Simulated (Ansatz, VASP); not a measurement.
## One calculation of Hg, two programs

```
CELL_PARAMETERS angstrom
3.59761 0.00000 0.00000
-1.79880 3.11562 0.00000
0.00000 0.00000 5.58305
ATOMIC_POSITIONS crystal
Hg 0.33333 0.66667 0.25000
Hg 0.66667 0.33333 0.75000
```

Alike in both runs: task relaxation of cell and atoms; functional PBE; k mesh 14 × 14 × 8; occupations fermi-dirac, width 0.05 eV; no spin polarisation.

|  | VASP | Ansatz |
| --- | --- | --- |
| version | VASP 6.6.1 | Ansatz 0.2.0 |
| potentials or method | VASP PAW PBE potentials, release 64 (Hg), cutoff 600 eV | all-electron LAPW, non-relativistic |

|  | VASP | Ansatz | Ansatz less VASP |
| --- | --- | --- | --- |
| relaxed volume (Å³/atom) | 31.71 | 26.91 | -4.801 |
| relaxed length of the cell vector where the two differ most in proportion (Å) | 3.612 | 3.266 | -0.3460 |

Ansatz ran all-electron here, and VASP with PAW potentials.

Neither program's run includes spin-orbit coupling.
